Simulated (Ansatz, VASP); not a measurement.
# Ta in VASP and in Ansatz

```xyz
1
Lattice="-1.7173 1.7173 1.5852 1.7173 -1.7173 1.5852 1.7173 1.7173 -1.5852" Properties=species:S:1:pos:R:3 pbc="T T T"
Ta    0.0000    0.0000    0.0000
```

Change from the starting cell: strain +0.040 along x and y, -0.040 along z, atoms carried along.

Alike in both runs: task single point; functional PBE; k mesh 20 × 20 × 20; occupations gaussian, width 0.15 eV; no spin polarisation.

|  | VASP | Ansatz |
| --- | --- | --- |
| version | VASP 6.6.1 | Ansatz 0.2.0 |
| potentials or method | VASP PAW PBE potentials, release 64 (Ta_pv), cutoff 520 eV | scalar-relativistic, plane waves, PAW |
| valence electrons in the cell | 11 | 13 |

```tsv
	VASP	Ansatz	Ansatz less VASP
gap on the k mesh at the Fermi level (eV)	none	none	-
pressure (GPa)	-3.5	-3.6	-0.06
traceless stress, the component that is largest in VASP (GPa)	4.18	4.21	+0.022
```

A gap of «none» marks a metal or a gap that the smearing closes. With one functional, cell and mesh, what is left measures potentials, basis and numerics. VASP's potentials hold 11 valence electrons a cell and Ansatz's 13, so a difference there can come from the potentials and not from the codes.

Neither program's run includes spin-orbit coupling.
